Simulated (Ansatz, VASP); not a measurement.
**Sb in VASP and in Ansatz**

```
Sb
1.0
     0.00000    3.49453    3.49453
     3.49453    0.00000    3.49453
     3.49453    3.49453    0.00000
Sb
2
Direct
  0.00000 0.00000 0.00000
  0.25000 0.25000 0.25000
```

Alike in both runs: task single point; functional PBEsol; k mesh 10 × 10 × 10; occupations fermi-dirac, width 0.05 eV; no spin polarisation.

|  | VASP | Ansatz |
| --- | --- | --- |
| version | VASP 6.6.1 | Ansatz 0.2.0 |
| potentials or method | VASP PAW PBE potentials, release 64 (Sb), cutoff 520 eV | all-electron LAPW, scalar-relativistic |

|  | VASP | Ansatz | Ansatz less VASP |
| --- | --- | --- | --- |
| pressure (GPa) | -1.5 | -1.6 | -0.06 |

VASP's potentials were made for PBE, not for PBEsol. Ansatz ran all-electron here, and VASP with PAW potentials.

Neither program's run includes spin-orbit coupling.
